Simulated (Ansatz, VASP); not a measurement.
**One calculation of MgO, two programs**

```
Mg O
1.0
     0.00000    2.10218    2.10218
     2.10218    0.00000    2.10218
     2.10218    2.10218    0.00000
Mg O
1 1
Direct
  0.00000 0.00000 0.00000
  0.50000 0.50000 0.50000
```

Alike in both runs: functional r2SCAN; k mesh 10 × 10 × 10; occupations gaussian, width 0.02 eV; no spin polarisation.

Ansatz relaxed the structure, and its values are those at the end. VASP's run is a single point on that final structure, the one shown.

```csv
,VASP,Ansatz
version,VASP 6.6.1,Ansatz 0.2.0
potentials or method,"VASP PAW PBE potentials, release 64 (Mg_sv, O), cutoff 660 eV","scalar-relativistic, plane waves, PAW"
valence electrons in the cell,16,16
```

|  | VASP | Ansatz | Ansatz less VASP |
| --- | --- | --- | --- |
| gap on the k mesh at the Fermi level (eV) | 5.71 | 5.68 | -0.027 |
| pressure (GPa) | -0.2 | 0.0 | +0.18 |

VASP's potentials were made for PBE, not for r2SCAN. With one functional, cell and mesh, what is left measures potentials, basis and numerics.
